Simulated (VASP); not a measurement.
Set up this calculation in VASP 6.6.1, as the native input.

* Task: single point
* Functional: LDA
* Potentials or basis: VASP PAW LDA potentials, release 64 (Ga_d, Sb)
* Cutoff: 520 eV
* k mesh: 18 × 18 × 18
* Occupations: gaussian, width 0.15 eV
* Spin: no spin polarisation
* Dipole correction: no
* Further INCAR settings: ALGO = Normal; EDIFF = 1e-06; NBANDS = 16

The structure of GaSb lies in POSCAR:

```
GaSb
1.0
   -1.6624650721      2.4394497099      2.7301623327
    1.6624650721     -2.4394497099      2.7301623327
    1.6624650721      2.4394497099     -2.7301623327
Ga Sb
1 1
Direct
    0.0000000000      0.0000000000      0.0000000000
    0.5000000000      0.5000000000      0.0000000000
```

One way to write it, as run:

INCAR

```
SYSTEM = GaSb
PREC = Accurate
ENCUT = 520
EDIFF = 1E-6
ISMEAR = 0
SIGMA = 0.15
LREAL = .FALSE.
LASPH = .TRUE.
NELM = 80
ALGO = Normal
ISIF = 2
LWAVE = .FALSE.
LCHARG = .FALSE.
GGA = CA
NBANDS = 16
```

KPOINTS

```
Automatic mesh
0
G
  18 18 18
  0 0 0
```

Potentials or basis: VASP PAW LDA potentials, release 64 (Ga_d, Sb).

Run with:

```sh
$ cat potpaw_LDA.64/Ga_d/POTCAR potpaw_LDA.64/Sb/POTCAR > POTCAR
$ mpirun -np 1 vasp_std > vasp.out
```

It gave:

```yaml
Pressure: 0.6 GPa
Band_gap_on_the_k_mesh: zero (bands 9 and 10 overlap by 5.93 eV)
```

Caveat: the stress differs along the axes, from -2 to 4 GPa; spin-orbit coupling is left out, which moves the levels of the heavy elements.

It took 3 min on 1 thread of Intel(R) Xeon(R) 6975P-C (Granite Rapids), on a shared host, peak memory 0.68 GiB.
